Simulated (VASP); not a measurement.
PbO2: single point with revPBE+D3(BJ)

The system is PbO2.

```xyz
3
Lattice="0.0000 2.6870 2.6870 2.6870 0.0000 2.6870 2.6870 2.6870 0.0000" Properties=species:S:1:pos:R:3 pbc="T T T"
Pb    0.0000    0.0000    0.0000
O     4.0305    4.0305    4.0305
O     1.3435    1.3435    1.3435
```

```json
{
 "Program": "VASP 6.6.1",
 "Task": "single point",
 "Functional": "revPBE",
 "Dispersion": "D3(BJ)",
 "Potentials or basis": "VASP PAW PBE potentials, release 64 (Pb_d, O)",
 "Cutoff": "520 eV",
 "k mesh": "9 × 9 × 9",
 "Occupations": "fermi-dirac, width 0.05 eV",
 "Spin": "no spin polarisation",
 "Dipole correction": "no",
 "Further INCAR settings": "ALGO = Normal; EDIFF = 1e-06; NBANDS = 20"
}
```

| Item | Value |
| --- | --- |
| Pressure | 0.2 GPa |
| Band gap on the k mesh | zero (bands 13 and 14 overlap by 1.18 eV) |
| Dispersion energy per atom | -0.437 eV |

Levels at points of the mesh, in eV from the Fermi level:
```csv
k point,band 9,band 10,band 11,band 12,band 13,band 14,band 15,band 16,band 17,band 18
"(0.00, 0.00, 0.00)",-1.99,-1.99,-1.99,-1.22,-1.22,-1.22,7.13,7.13,7.13,12.16
```

Run time: 29 s on 1 thread of Intel(R) Xeon(R) Platinum 8488C (Sapphire Rapids), with other jobs on the host, peak memory 0.18 GiB.

Caveat: the PAW data sets were made with another functional, which shifts forces and pressure a little; spin-orbit coupling is left out, which moves the levels of the heavy elements.
